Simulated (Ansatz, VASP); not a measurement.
**LiCl in VASP and in Ansatz**

POSCAR

```
LiCl
1.0
    0.0000000000      2.7330425368      2.7330425368
    2.7330425368      0.0000000000      2.7330425368
    2.7330425368      2.7330425368      0.0000000000
Li Cl
1 1
Direct
    0.0000000000      0.0000000000      0.0000000000
    0.2500000000      0.2500000000      0.2500000000
```

File INCAR.step1:

```
PREC = Accurate ; ENCUT = 520
ISMEAR = 0 ; SIGMA = 0.01
LREAL = F ; LASPH = T
NELM = 100 ; NBANDS = 12
GGA = PE ; ALGO = Normal
EDIFF = 1E-4 ; LWAVE = T
LCHARG = F
```

The input INCAR.step2:

```
PREC = Accurate ; ENCUT = 520
EDIFF = 1E-6 ; ISMEAR = 0
SIGMA = 0.01 ; LREAL = F
LASPH = T ; NELM = 100
ALGO = Normal ; ISIF = 2
LWAVE = F ; LCHARG = F
METAGGA = R2SCAN ; LMIXTAU = T
NBANDS = 12 ; ISTART = 1
```

File KPOINTS:

```
Automatic mesh
0
Gamma
  8 8 8
```

Input for Ansatz:

```yaml
crystal:
  lattice:
    - [0.0, 2.7330425368, 2.7330425368]
    - [2.7330425368, 0.0, 2.7330425368]
    - [2.7330425368, 2.7330425368, 0.0]
  atoms:
    - { symbol: Li, position: [0.0, 0.0, 0.0] }
    - { symbol: Cl, position: [0.25, 0.25, 0.25] }
kpoints:
  mp_grid: { grid: [8, 8, 8] }
  band_path:
    path:
      - [0.0, 0.0, 0.0]
      - [-0.5, -0.5, 0.0]
      - [-0.375, -0.375, 0.25]
      - [-0.375, 0.0, 0.375]
      - [0.0, 0.0, 0.5]
      - [-0.5, -0.25, 0.25]
    npoints: 1
hamiltonian:
  xc: r2scan
scf:
  occupations: { method: fixed }
  n_extra_bands: 4
output:
  forces: true
  stress: true
  eigenvalues: true
```

Alike in both runs: task single point; functional r2SCAN; k mesh 8 × 8 × 8; no spin polarisation.

|  | VASP | Ansatz |
| --- | --- | --- |
| version | VASP 6.6.1 | Ansatz 0.2.0 |
| potentials or method | VASP PAW PBE potentials, release 64 (Li_sv, Cl) | plane waves, PAW |
| plane-wave cutoff (eV) | 520 | 500 |
| occupations | gaussian, width 0.01 eV | fixed |
| valence electrons in the cell | 10 | 10 |

|  | VASP | Ansatz | Ansatz less VASP |
| --- | --- | --- | --- |
| gap on the k mesh at the Fermi level (eV) | 6.77 | 6.71 | -0.057 |

VASP's potentials were made for PBE, not for r2SCAN.

Noted on VASP's run: the cutoff is short for stress, so the pressure is rough.
